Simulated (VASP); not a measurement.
PbO2, 6 atoms in the cell. The structure is tetragonal, space group I-42d (No. 122). The conventional cell has a = 5.464 Å, b = 5.464 Å, c = 8.014 Å, α = 90.00°, β = 90.00°, γ = 90.00°. Within 2.3 Å of Pb (site symmetry -4) lie 4 O at 1.77 Å. Within 2.3 Å of O (site symmetry 2) lie 2 Pb at 1.77 Å. 

```yaml
Program: VASP 6.6.1
Task: single point
Functional: PBE
Potentials_or_basis: VASP PAW PBE potentials, release 64 (Pb_d, O)
Cutoff: 520 eV
k_mesh: 6 × 6 × 6
Occupations: gaussian, width 0.1 eV
Spin: no spin polarisation
Dipole_correction: no
Further_INCAR_settings: ALGO = Normal; EDIFF = 1e-07; NBANDS = 35
```

Potentials or basis: VASP PAW PBE potentials, release 64 (Pb_d, O).

The run is started by

```console
$ cat potpaw_PBE.64/Pb_d/POTCAR potpaw_PBE.64/O/POTCAR > POTCAR
$ mpirun -np 1 vasp_std > vasp.out
```

Hardware: 1 thread of Intel Xeon 8259CL, on a shared host.

Q: How long does it take, and how much memory?

A: Run time: 4.6 min on 1 thread of Intel Xeon 8259CL, on a shared host, peak memory 0.3 GiB. Counts: scf iterations 16, k points 30.
